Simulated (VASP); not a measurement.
Wanted: the native input for a VASP 6.6.1 run.

```yaml
Task: single point
Functional: PBE
Potentials_or_basis: VASP PAW PBE potentials, release 64 (In_d, Ga_d, P)
Cutoff: 520 eV
k_mesh: 6 × 6 × 2
Occupations: gaussian, width 0.1 eV
Spin: no spin polarisation
Dipole_correction: no
Further_INCAR_settings: ALGO = Normal; EDIFF = 1e-06; NBANDS = 36
```

The structure of In2GaP3 lies in POSCAR:

```
In2GaP3
1.0
    3.8070549575     -0.0000000028      0.0000000000
   -1.9035274763      3.2970063082      0.0000000000
    0.0000000000      0.0000000000      9.4909414716
In Ga P
2 1 3
Direct
    0.6666666667      0.3333333333      0.8257858679
    0.3333333333      0.6666666667      0.1742141321
    0.0000000000      0.0000000000      0.5000000000
    0.3333333333      0.6666666667      0.6494387725
    0.6666666667      0.3333333333      0.3505612275
    0.0000000000      0.0000000000      0.0000000000
```

These files were run (other wordings do the same):

INCAR

```
PREC     = Accurate       # precision mode
ENCUT    = 520            # plane-wave cutoff, eV
EDIFF    = 1E-6           # SCF threshold, eV
ISMEAR   = 0              # smearing method
SIGMA    = 0.1            # smearing width, eV
LREAL    = F              # projectors in reciprocal space
LASPH    = T              # aspherical terms in the spheres
NELM     = 80             # most SCF steps
ALGO     = Normal         # electronic algorithm
ISIF     = 2              # what is computed and relaxed
LWAVE    = F              # write WAVECAR
LCHARG   = F              # write CHGCAR
GGA      = PE             # functional
NBANDS   = 36             # bands
```

KPOINTS

```
regular mesh
0
Gamma
  6 6 2
```

Potentials or basis: VASP PAW PBE potentials, release 64 (In_d, Ga_d, P).

Command:

```console
$ cat potpaw_PBE.64/In_d/POTCAR potpaw_PBE.64/Ga_d/POTCAR potpaw_PBE.64/P/POTCAR > POTCAR
$ mpirun -np 1 vasp_std > vasp.out
```

Results of the run:

The pressure is -0.1 GPa, the largest force is 0.019 eV/Å and the band gap on the k mesh is zero (bands 27 and 28 overlap by 1.03 eV).

Caveat: spin-orbit coupling is left out, which moves the levels of the heavy elements.

It took 93 s on 1 thread of Intel Xeon 8259CL (shared host), peak memory 0.25 GiB.
